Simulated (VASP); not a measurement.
# Hg (P6/mmm) in VASP: notebook, part 2 of 2

VASP 6.6.1. The steps go on from the part before.

## 3. Single point, PBEsol (22.80 Å³/atom)

This run uses another cell than the first one, of 22.80 Å³/atom.

Input file INCAR:

```
SYSTEM = Hg
  ALGO = Normal
  EDIFF = 1E-7
  ENCUT = 520
  GGA = PS
  ISIF = 2
  ISMEAR = -1
  LASPH = .True.
  LCHARG = .False.
  LREAL = .False.
  LWAVE = .False.
  NBANDS = 25
  NELM = 60
  PREC = Accurate
  SIGMA = 0.05
```

Input file KPOINTS:

```
k-points
0
Gamma
  8 8 9
  0 0 0
```

Input file POSCAR:

```
Hg
1.0
    4.5248179541      0.0000000000      0.0000000000
   -2.2624089771      3.9186072957      0.0000000000
    0.0000000000      0.0000000000      3.8570567595
Hg
3
Direct
    0.3333333333      0.6666666667      0.5000000000
    0.0000000000      0.0000000000      0.0000000000
    0.6666666667      0.3333333333      0.5000000000
```

Potentials or basis: VASP PAW PBE potentials, release 64 (Hg).

Run with:

```
$ cat potpaw_PBE.64/Hg/POTCAR > POTCAR
$ mpirun -np 1 vasp_std > vasp.out
```

OUTCAR:

```text
SYSTEM = Hg
   EDIFF = 1E-7
   ENCUT = 520
   GGA = PS
   ISIF = 2
   ISMEAR = -1
   LASPH = .True.
   LREAL = .False.
   NELM = 60
   PREC = Accurate

 ion  position               nearest neighbor table
   1  0.333  0.667  0.500-   3 2.61   3 2.61   3 2.61   2 3.25   2 3.25   2 3.25   2 3.25   2 3.25
                             2 3.25
   2  0.000  0.000  0.000-   1 3.25   3 3.25   1 3.25   3 3.25   1 3.25   1 3.25   3 3.25   3 3.25
                             3 3.25   3 3.25   1 3.25   1 3.25
   3  0.667  0.333  0.500-   1 2.61   1 2.61   1 2.61   2 3.25   2 3.25   2 3.25   2 3.25   2 3.25
                             2 3.25

  LATTYP: Found a hexagonal cell.
 ALAT       =     4.5248179541
 C/A-ratio  =     0.8524225281

  Lattice vectors:

 A1 = (   4.5248179541,   0.0000000000,   0.0000000000)
 A2 = (  -2.2624089771,   3.9186072957,   0.0000000000)
 A3 = (   0.0000000000,   0.0000000000,   3.8570567595)

Analysis of symmetry for initial positions (statically):
=====================================================================
 Subroutine PRICEL returns:
 Original cell was already a primitive cell.

 Routine SETGRP: Setting up the symmetry group for a
 hexagonal supercell.

 Subroutine GETGRP returns: Found 24 space group operations
 (whereof 24 operations were pure point group operations)
 out of a pool of 24 trial point group operations.

The static configuration has the point symmetry D_6h.

Analysis of symmetry for dynamics (positions and initial velocities):
=====================================================================
 Subroutine PRICEL returns:
 Original cell was already a primitive cell.

 Routine SETGRP: Setting up the symmetry group for a
 hexagonal supercell.

 Subroutine GETGRP returns: Found 24 space group operations
 (whereof 24 operations were pure point group operations)
 out of a pool of 24 trial point group operations.

The dynamic configuration has the point symmetry D_6h.

 Subroutine INISYM returns: Found 24 space group operations
 (whereof 24 operations are pure point group operations),
 and found     1 'primitive' translations

----------------------------------------------------------------------------------------

                                     Primitive cell

  volume of cell :      68.3894

  direct lattice vectors                    reciprocal lattice vectors
     4.524817954  0.000000000  0.000000000     0.221003366  0.127596353  0.000000000
    -2.262408977  3.918607296  0.000000000     0.000000000  0.255192706  0.000000000
     0.000000000  0.000000000  3.857056759     0.000000000  0.000000000  0.259265046

  length of vectors
     4.524817954  4.524817954  3.857056759     0.255192706  0.255192706  0.259265046

  position of ions in fractional coordinates (direct lattice)
     0.333333333  0.666666667  0.500000000
     0.000000000  0.000000000  0.000000000
     0.666666667  0.333333333  0.500000000

  ion indices of the primitive-cell ions
   primitive index   ion index
                 1           1
                 2           2
                 3           3

----------------------------------------------------------------------------------------

 KPOINTS: k-points

Automatic generation of k-mesh.
 Grid dimensions read from file:
 generate k-points for:    8    8    9

 Generating k-lattice:

  Cartesian coordinates                     Fractional coordinates (reciprocal lattice)
     0.027625421  0.015949544  0.000000000     0.125000000  0.000000000  0.000000000
     0.000000000  0.031899088  0.000000000     0.000000000  0.125000000  0.000000000
     0.000000000  0.000000000  0.028807227     0.000000000  0.000000000  0.111111111

  Length of vectors
     0.031899088  0.031899088  0.028807227

  Shift w.r.t. Gamma in fractional coordinates (k-lattice)
     0.000000000  0.000000000  0.000000000

 Subroutine IBZKPT returns following result:
 ===========================================

 Found     50 irreducible k-points:

 Following reciprocal coordinates:
            Coordinates               Weight
  0.000000  0.000000  0.000000      1.000000
  0.125000  0.000000  0.000000      6.000000
  0.250000  0.000000  0.000000      6.000000
  0.375000  0.000000  0.000000      6.000000
  0.500000  0.000000  0.000000      3.000000
  0.125000  0.125000  0.000000      6.000000
[... 16 lines left out ...]
  0.250000  0.000000  0.222222     12.000000
  0.375000  0.000000  0.222222     12.000000
 [... further k-points ...]
   k-points           NKPTS =     50   k-points in BZ     NKDIM =     50   number of bands    NBANDS=     25
   number of dos      NEDOS =    301   number of ions     NIONS =      3
   total plane-waves  NPLWV =  38880
   dimension x,y,z NGX =    36 NGY =   36 NGZ =   30
   dimension x,y,z NGXF=    72 NGYF=   72 NGZF=   60
   ions per type =               3
   NGX,Y,Z   is equivalent  to a cutoff of  13.23, 13.23, 12.93 a.u.
   NGXF,Y,Z  is equivalent  to a cutoff of  26.45, 26.45, 25.86 a.u.
 SYSTEM =  Hg
   PREC   = accura    normal or accurate (medium, high low for compatibility)
   ISTART =      0    job   : 0-new  1-cont  2-samecut
   ICHARG =      2    charge: 1-file 2-atom 10-const
   ISPIN  =      1    spin polarized calculation?
   LNONCOLLINEAR =      F non collinear calculations
   LSORBIT =      F    spin-orbit coupling
   LASPH  =      T    aspherical Exc in radial PAW
   ENCUT  =  520.0 eV  38.22 Ry    6.18 a.u.   8.41  8.41  7.17*2*pi/ulx,y,z
   NELM   =     60;   NELMIN=  2; NELMDL= -5     # of ELM steps
   EDIFF  = 0.1E-06   stopping-criterion for ELM
   LREAL  =      F    real-space projection
   EDIFFG = 0.1E-05   stopping-criterion for IOM
   NSW    =      0    number of steps for IOM
   IBRION =     -1    ionic relax: 0-MD 1-quasi-New 2-CG
   NFREE  =      0    steps in history (QN), initial steepest desc. (CG)
   ISIF   =      2    stress and relaxation
   ISYM   =      2    0-nonsym 1-usesym 2-fastsym
   POTIM  = 0.5000    time-step for ionic-motion
   TEBEG  =    0.0;   TEEND  =   0.0 temperature during run
   PSTRESS=    0.0 pullay stress
   NELECT =      36.0000    total number of electrons
   NUPDOWN=      -1.0000    fix difference up-down
   EMIN   =  10.00;   EMAX   =-10.00  energy-range for DOS
   EFERMI =   0.00;   METHOD = LEGACY
   ISMEAR =    -1;   SIGMA  =   0.05  broadening in eV -4-tet -1-fermi 0-gaus
   EFERMI_NEDOS =   21; number of points for ismear=-14 and -15
   IALGO  =     38    algorithm
   IMIX   =      4    mixing-type and parameters
     AMIX     =   0.40;   BMIX     =  1.00
     AMIX_MAG =   1.60;   BMIX_MAG =  1.00
  volume/ion in A,a.u.               =      22.80       153.84
  Fermi-wavevector in a.u.,A,eV,Ry     =   1.321841  2.497918 23.772982  1.747265
  Thomas-Fermi vector in A             =   2.451566
   LORBIT       =      0    0 simple, 1 ext, 2 COOP (PROOUT), +10 PAW based schemes
   GGA     = PS    functional components
   LHFCALC =     F    Hartree Fock is set to
   AEXX    =    0.0000 exact exchange contribution
   IVDW    =     0    specifies the selected vdW correction
   LEPSILON=     F    determine dielectric tensor
   LRPA    =     F    only Hartree local field effects (RPA)
 non-spin polarized calculation
  energy-cutoff  :      520.00
  volume of cell :       68.39
 maximum number of plane-waves:      1880
 NGX is ok and might be reduce to    36
   NGX = 17   NGY = 17   NGZ = 15

 number of electron      36.0000006 magnetization

 Free energy of the ion-electron system (eV)
  ---------------------------------------------------
  ext. energy  EPLUGINS =         0.00000000
  ---------------------------------------------------
  free energy    TOTEN  =        -1.01074502 eV

  energy without entropy =       -1.00086040  energy(sigma->0) =       -1.00580271

 E-fermi :   3.0555     XC(G=0): -11.1643

 val. band max:        3.0438271515   @ k =   0.3750   0.0000   0.4444
 cond. band min:       3.0699032479   @ k =   0.3750   0.1250   0.3333
 fundamental gap:      0.0260760964
 Fermi energy:         3.0555066664

 k-point     1 :       0.0000    0.0000    0.0000
  band No.  band energies     occupation
      1      -7.0627      2.00000
      2      -5.2548      2.00000
      3      -4.9654      2.00000
      4      -4.9654      2.00000
      5      -4.7487      2.00000
      6      -4.7487      2.00000
[... 17 lines left out ...]
     24      11.0371      0.00000
     25      15.5438      0.00000
[... 621 lines left out ...]
      3      -5.6581      2.00000
      4      -5.1833      2.00000
      5      -5.0148      2.00000
      6      -4.2483      2.00000
[... 17 lines left out ...]
     24      11.8662      0.00000
     25      13.9170      0.00000

 [... further k-points ...]
[... 5 lines left out ...]
  --------------------------------------------------------------------------------------
  -------------------------------------------------------------------------------------
  Total        6.0634938      6.0634938      0.0350541     -0.0000000      0.0000000      0.0000000
  in kB      142.0511109    142.0511109      0.8212221     -0.0000000      0.0000000      0.0000000
  external PRESSURE =      94.9744813 kB  Pullay stress =       0.0000000 kB

 VOLUME and BASIS-vectors are now :
 -----------------------------------------------------------------------------
  energy-cutoff  :      520.00
  volume of cell :       68.39
      direct lattice vectors                 reciprocal lattice vectors
     4.524817954  0.000000000  0.000000000     0.221003366  0.127596353  0.000000000
    -2.262408977  3.918607296  0.000000000     0.000000000  0.255192706  0.000000000
     0.000000000  0.000000000  3.857056759     0.000000000  0.000000000  0.259265046

 POSITION                                       TOTAL-FORCE (eV/Angst)
 -----------------------------------------------------------------------------------
     -0.00000      2.61240      1.92853         0.000000     -0.000000     -0.000000
      0.00000      0.00000      0.00000        -0.000000      0.000000      0.000000
      2.26241      1.30620      1.92853        -0.000000      0.000000      0.000000
 -----------------------------------------------------------------------------------
    total drift:                                0.000000     -0.000000     -0.000000

  FREE ENERGIE OF THE ION-ELECTRON SYSTEM (eV)
  ---------------------------------------------------
  free  energy   TOTEN  =        -1.0107450242 eV

  energy  without entropy=       -1.0008604040  energy(sigma->0) =       -1.00580271
```

stdout:

```text
POSCAR found type information on POSCAR Hg
 POSCAR found :  1 types and       3 ions
 scaLAPACK will be used
 -----------------------------------------------------------------------------
|                                                                             |
|                                                                             |
|     You enforced a specific xc type in the INCAR file but a different       |
|     I HOPE YOU KNOW WHAT YOU ARE DOING!                                     |
|                                                                             |
 -----------------------------------------------------------------------------

 LDA part: xc-table for (Slater+PW92), standard interpolation
 POSCAR, INCAR and KPOINTS ok, starting setup
 FFT: planning ... GRIDC
 FFT: planning ... GRID_SOFT
 FFT: planning ... GRID
 WAVECAR not read
 entering main loop
```

Wall time 2.2 min (1 thread of Oxide Virtual Turin-like, shared host); peak memory 0.19 GiB.

What came out:

```
Free energy            : -1.0107 eV
Pressure               : 9.5 GPa
Band gap on the k mesh : zero (bands 18 and 19 overlap by 5.21 eV)
```

Levels at points of the mesh, in eV from the Fermi level:
| k point | band 15 | band 16 | band 17 | band 18 | band 19 | band 20 | band 21 | band 22 |
| --- | --- | --- | --- | --- | --- | --- | --- | --- |
| (0.00, 0.00, 0.00) | -5.92 | -5.92 | 0.45 | 1.93 | 2.72 | 3.60 | 3.60 | 3.87 |
| (0.50, 0.00, 0.00) | -5.87 | -5.77 | -4.99 | -0.72 | 0.36 | 6.13 | 6.17 | 7.09 |

Caveat: the stress differs along the axes, from 0 to 14 GPa; the PAW data sets were made with another functional, which shifts forces and pressure a little; spin-orbit coupling is left out, which moves the levels of the heavy elements.

## 4. Single point, PBEsol (23.49 Å³/atom)

This run uses another cell than the first one, of 23.49 Å³/atom.

Input file INCAR:

```
SYSTEM = Hg
PREC = Accurate
ENCUT = 520
EDIFF = 1E-7
ISMEAR = -1
SIGMA = 0.05
LREAL = .FALSE.
LASPH = .TRUE.
NELM = 80
ALGO = Normal
ISIF = 2
LWAVE = .FALSE.
LCHARG = .TRUE.
GGA = PS
LELF = .TRUE.
LVHAR = .TRUE.
NBANDS = 25
```

Input file KPOINTS:

```
regular mesh
0
G
  8 8 9
  0 0 0
```

Input file POSCAR:

```
Hg
1.0
    4.5700691356      0.0000000000      0.0000000000
   -2.2850345678      3.9577959684      0.0000000000
    0.0000000000      0.0000000000      3.8956298860
Hg
3
Direct
    0.3333333333      0.6666666667      0.5000000000
    0.0000000000      0.0000000000      0.0000000000
    0.6666666667      0.3333333333      0.5000000000
```

Run with:

```
$ cat potpaw_PBE.64/Hg/POTCAR > POTCAR
$ mpirun -np 1 vasp_std > vasp.out
```

It took 2 min on 1 thread of Oxide Virtual Turin-like, shared host; peak memory 0.19 GiB.

Results (log left out):

```
Free energy            : -1.1181 eV
Pressure               : 7.0 GPa
Band gap on the k mesh : zero (bands 18 and 19 overlap by 4.93 eV)
```

Stress tensor (GPa, compression positive):
```
10.93  0.00  0.00
 0.00 10.93  0.00
 0.00  0.00 -0.85
```

Levels at points of the mesh, in eV from the Fermi level:
| k point | band 16 | band 17 | band 18 | band 19 | band 20 | band 21 |
| --- | --- | --- | --- | --- | --- | --- |
| (0.00, 0.00, 0.00) | -5.92 | 0.31 | 1.94 | 2.53 | 3.50 | 3.50 |
| (0.50, 0.00, 0.00) | -5.71 | -4.98 | -0.65 | 0.22 | 6.00 | 6.04 |

Caveat: the stress differs along the axes, from -1 to 11 GPa; the PAW data sets were made with another functional, which shifts forces and pressure a little; spin-orbit coupling is left out, which moves the levels of the heavy elements.

## 5. Overview

```csv
cell,gap on the mesh (eV),pressure (GPa)
"a = 4.479, b = 4.479, c = 3.818 Å, angles 90.0, 90.0, 120.0°, 3 atoms",none,12.5
"a = 4.525, b = 4.525, c = 3.857 Å, angles 90.0, 90.0, 120.0°, 3 atoms",none,9.5
"a = 4.570, b = 4.570, c = 3.896 Å, angles 90.0, 90.0, 120.0°, 3 atoms",none,7.0
```

Alike in all rows: task single point; level PBEsol; potentials or basis VASP PAW PBE potentials, release 64 (Hg); no spin polarisation; k mesh 8 × 8 × 9; cutoff (eV) 520; smearing fermi-dirac 0.05 eV.

Caveats: the PAW data sets were made with another functional, which shifts forces and pressure a little; spin-orbit coupling is left out, which moves the levels of the heavy elements; the stress differs along the axes, from 1 to 18 GPa (at least some runs); the stress differs along the axes, from 0 to 14 GPa (at least some runs); the stress differs along the axes, from -1 to 11 GPa (at least some runs).

Absolute energies hang on the potentials; compare differences alone.

The gap in the log of VASP goes by the Fermi energy; the results here count the filled bands.